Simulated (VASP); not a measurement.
# AlN (P6_3mc) in VASP: a series of runs, part 2 of 2

VASP 6.6.1. The steps go on from the part before.

## Step 4: Relaxation of shape and atoms at fixed volume, PBE (volume scaled by 1.03)

File INCAR:

```
PREC = Accurate
ENCUT = 600
EDIFF = 1E-6
ISMEAR = 0
SIGMA = 0.02
LREAL = F
LASPH = T
NELM = 60
ALGO = Normal
ISIF = 4
LWAVE = F
LCHARG = F
GGA = PE
IBRION = 2
NSW = 50
EDIFFG = -0.01
```

File KPOINTS:

```
regular mesh
0
Gamma
  9 9 6
```

File POSCAR:

```
AlN
1.0
    3.1612401139      0.0000000000      0.0000000000
   -1.5806200569      2.7377142461      0.0000000000
    0.0000000000      0.0000000000      5.0676464315
Al N
2 2
Direct
    0.3333333333      0.6666666667     -0.0007713538
    0.6666666667      0.3333333333      0.4992286462
    0.3333333333      0.6666666667      0.3807713538
    0.6666666667      0.3333333333      0.8807713538
```

Started as:

```bash
$ cat potpaw_PBE.64/Al/POTCAR potpaw_PBE.64/N/POTCAR > POTCAR
$ mpirun -np 1 vasp_std > vasp.out
```

It took 82 s on 1 thread of AMD EPYC 7R43 (Zen 3), shared host; peak memory 0.15 GiB.

Results (log left out):

| Item | Value |
| --- | --- |
| Free energy | -29.7600 eV |
| Energy gained by relaxing | 0.0 meV/atom |
| Ionic steps | 4 |
| Pressure after relaxing | -5.8 GPa |
| Largest force after relaxing | 0.005 eV/Å |
| Band gap on the k mesh | 3.80 eV, direct |

Forces in eV/Å, atoms in the order of the input:
```
Al   0.000  0.000 -0.005
Al   0.000  0.000 -0.005
N    0.000  0.000  0.005
N    0.000  0.000  0.005
```

Final structure:
```cif
data_structure
_symmetry_space_group_name_H-M 'P 1'
_symmetry_Int_Tables_number 1
_cell_length_a 3.1592
_cell_length_b 3.1592
_cell_length_c 5.0742
_cell_angle_alpha 90.000
_cell_angle_beta 90.000
_cell_angle_gamma 120.000
_cell_volume 43.86
loop_
_atom_site_label
_atom_site_type_symbol
_atom_site_fract_x
_atom_site_fract_y
_atom_site_fract_z
_atom_site_occupancy
Al1 Al 0.33333 0.66667 0.99952 1
Al2 Al 0.66667 0.33333 0.49952 1
N1 N 0.33333 0.66667 0.38048 1
N2 N 0.66667 0.33333 0.88048 1
```

Levels at points of the mesh, in eV from the valence-band top:
| k point | band 5 | band 6 | band 7 | band 8 | band 9 | band 10 | band 11 | band 12 |
| --- | --- | --- | --- | --- | --- | --- | --- | --- |
| (0.00, 0.00, 0.00) | -0.81 | -0.18 | -0.18 | 0.00 | 3.80 | 6.29 | 10.22 | 10.84 |
| (0.00, 0.00, 0.50) | -0.50 | -0.50 | -0.50 | -0.50 | 6.08 | 6.08 | 9.93 | 9.93 |

## Step 5: Single point, PBE

This run uses another cell than the first one: it holds 64 atoms, not 4.

File INCAR:

```
PREC = Accurate
ENCUT = 520
EDIFF = 1E-6
ISMEAR = 0
SIGMA = 0.01
LREAL = Auto
LASPH = T
NELM = 60
ALGO = Normal
ISIF = 2
LWAVE = F
LCHARG = F
GGA = PE
NBANDS = 166
LUSENCCL = F
```

File KPOINTS:

```
Automatic mesh
0
Gamma
  2 2 2
  0.5 0.5 0.5
```

File POSCAR:

```
AlN
1.0
   -6.2604911358     -5.4217443637     -5.0179604228
    6.2604911358      5.4217443637     -5.0179604228
    6.2604911358     -5.4217443637      5.0179604228
Al N
32 32
Direct
    0.0837190102      0.6253856769      0.7083333333
    0.8337190102      0.5003856769      0.3333333333
    0.0837190102      0.8753856769      0.9583333333
    0.8337190102      0.7503856769      0.5833333333
    0.0837190102      0.1253856769      0.2083333333
    0.5837190102      0.6253856769      0.2083333333
    0.8337190102      0.0003856769      0.8333333333
    0.3337190102      0.5003856769      0.8333333333
    0.0837190102      0.3753856769      0.4583333333
    0.5837190102      0.8753856769      0.4583333333
    0.8337190102      0.2503856769      0.0833333333
    0.3337190102      0.7503856769      0.0833333333
    0.5837190102      0.1253856769      0.7083333333
    0.3337190102      0.0003856769      0.3333333333
    0.5837190102      0.3753856769      0.9583333333
    0.3337190102      0.2503856769      0.5833333333
    0.4170523436      0.0003856769      0.9166666667
    0.1670523436      0.8753856769      0.5416666667
    0.4170523436      0.2503856769      0.1666666667
    0.1670523436      0.1253856769      0.7916666667
    0.4170523436      0.5003856769      0.4166666667
    0.9170523436      0.0003856769      0.4166666667
    0.1670523436      0.3753856769      0.0416666667
    0.6670523436      0.8753856769      0.0416666667
    0.4170523436      0.7503856769      0.6666666667
    0.9170523436      0.2503856769      0.6666666667
    0.1670523436      0.6253856769      0.2916666667
    0.6670523436      0.1253856769      0.2916666667
    0.9170523436      0.5003856769      0.9166666667
    0.6670523436      0.3753856769      0.5416666667
    0.9170523436      0.7503856769      0.1666666667
    0.6670523436      0.6253856769      0.7916666667
    0.3929476564      0.9346143231      0.7083333333
    0.1429476564      0.8096143231      0.3333333333
    0.3929476564      0.1846143231      0.9583333333
    0.1429476564      0.0596143231      0.5833333333
    0.3929476564      0.4346143231      0.2083333333
    0.8929476564      0.9346143231      0.2083333333
    0.1429476564      0.3096143231      0.8333333333
    0.6429476564      0.8096143231      0.8333333333
    0.3929476564      0.6846143231      0.4583333333
    0.8929476564      0.1846143231      0.4583333333
    0.1429476564      0.5596143231      0.0833333333
    0.6429476564      0.0596143231      0.0833333333
    0.8929476564      0.4346143231      0.7083333333
    0.6429476564      0.3096143231      0.3333333333
    0.8929476564      0.6846143231      0.9583333333
    0.6429476564      0.5596143231      0.5833333333
    0.2262809898      0.8096143231      0.9166666667
    0.9762809898      0.6846143231      0.5416666667
    0.2262809898      0.0596143231      0.1666666667
    0.9762809898      0.9346143231      0.7916666667
    0.2262809898      0.3096143231      0.4166666667
    0.7262809898      0.8096143231      0.4166666667
    0.9762809898      0.1846143231      0.0416666667
    0.4762809898      0.6846143231      0.0416666667
    0.2262809898      0.5596143231      0.6666666667
    0.7262809898      0.0596143231      0.6666666667
    0.9762809898      0.4346143231      0.2916666667
    0.4762809898      0.9346143231      0.2916666667
    0.7262809898      0.3096143231      0.9166666667
    0.4762809898      0.1846143231      0.5416666667
    0.7262809898      0.5596143231      0.1666666667
    0.4762809898      0.4346143231      0.7916666667
```

Started as:

```bash
$ cat potpaw_PBE.64/Al/POTCAR potpaw_PBE.64/N/POTCAR > POTCAR
$ mpirun -np 1 vasp_std > vasp.out
```

It took 68 s on 1 × NVIDIA H100 80GB with 1 thread of Intel Xeon Platinum 8481C at 2.70GHz (Sapphire Rapids), shared host; peak memory 1.7 GiB.

The run converged. Its results:

| Item | Value |
| --- | --- |
| Free energy | -476.4978 eV |
| Pressure | -0.3 GPa |
| Band gap on the k mesh | 4.77 eV |

Levels at points of the mesh, in eV from the valence-band top:
| k point | band 124 | band 125 | band 126 | band 127 | band 128 | band 129 | band 130 | band 131 | band 132 | band 133 |
| --- | --- | --- | --- | --- | --- | --- | --- | --- | --- | --- |
| (0.25, 0.25, 0.25) | -0.47 | -0.39 | -0.39 | -0.39 | -0.39 | 5.71 | 5.71 | 5.71 | 5.71 | 5.75 |

## Step 6: Summary

```csv
task,cell,k mesh,cutoff (eV),smearing,gap on the mesh (eV),pressure (GPa),largest force (eV/Å)
relaxation of shape and atoms at fixed volume,"relaxed from a = 3.068, b = 3.068, c = 4.911 Å, angles 90.0, 90.0, 120.0°, 4 atoms",9 × 9 × 6,600,gaussian 0.02 eV,4.56,13.1,0.01
relaxation of shape and atoms at fixed volume,"relaxed from a = 3.099, b = 3.099, c = 4.967 Å, angles 90.0, 90.0, 120.0°, 4 atoms",9 × 9 × 6,600,gaussian 0.02 eV,4.30,5.8,-
relaxation of shape and atoms at fixed volume,"relaxed from a = 3.161, b = 3.161, c = 5.068 Å, angles 90.0, 90.0, 120.0°, 4 atoms",9 × 9 × 6,600,gaussian 0.02 eV,3.80,-5.8,0.01
single point,"a = 9.683 Å, angles 99.4, 111.9, 117.6°, 64 atoms","2 × 2 × 2, shifted",520,gaussian 0.01 eV,4.77,-0.3,-
```

Alike in all rows: level PBE; potentials or basis VASP PAW PBE potentials, release 64 (Al, N); no spin polarisation.

Absolute energies hang on the potentials; compare differences alone.

## Step 7: Against experiment

Step 5. Measured gap of AlN: 6.0343 eV (an exciton energy, a little under the gap; 0 K; quoted in “Structural and optical properties of self-assembled AlN nanowires grown on SiO2/Si substrates by molecular beam epitaxy”, 2024, arxiv:2402.00216). This calculation gives 4.77 eV (-1.26 eV). 2 values of this kind are on record (6.034 to 6.0343 eV); this one was drawn at random. The value is that of PBE on a finite k mesh, which can miss the band edges, without temperature or zero-point motion. Semilocal functionals fall short of measured gaps as a rule.
